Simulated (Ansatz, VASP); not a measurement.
**BP: VASP beside Ansatz**

```
CELL_PARAMETERS angstrom
0.00000 2.22292 2.25885
2.22292 0.00000 2.25885
2.22292 2.22292 0.00000
ATOMIC_POSITIONS crystal
B 0.00000 0.00000 0.00000
P 0.25000 0.25000 0.25000
```

Change from the starting cell: strained cell.

Alike in both runs: functional LDA; k mesh 10 × 10 × 10; occupations gaussian, width 0.02 eV; no spin polarisation.

Ansatz relaxed the structure, and its values are those at the end. VASP's run is a single point on that final structure, the one shown.

|  | VASP | Ansatz |
| --- | --- | --- |
| version | VASP 6.6.1 | Ansatz 0.2.0 |
| potentials or method | VASP PAW LDA potentials, release 64 (B, P), cutoff 500 eV | scalar-relativistic, plane waves, PAW |
| valence electrons in the cell | 8 | 8 |

|  | VASP | Ansatz | Ansatz less VASP |
| --- | --- | --- | --- |
| gap on the k mesh at the Fermi level (eV) | 1.01 | 1.01 | -0.001 |
| least direct gap on the mesh (eV) | 3.37 | 3.37 | -0.003 |
| pressure (GPa) | 2.4 | 2.5 | +0.13 |

Ansatz warns that its potentials were made for another functional, while VASP's fit it. LDA's correlation is that of Perdew and Zunger in VASP and of Perdew and Wang (1992) in Ansatz. Ansatz's warnings: stress scf threshold loose.
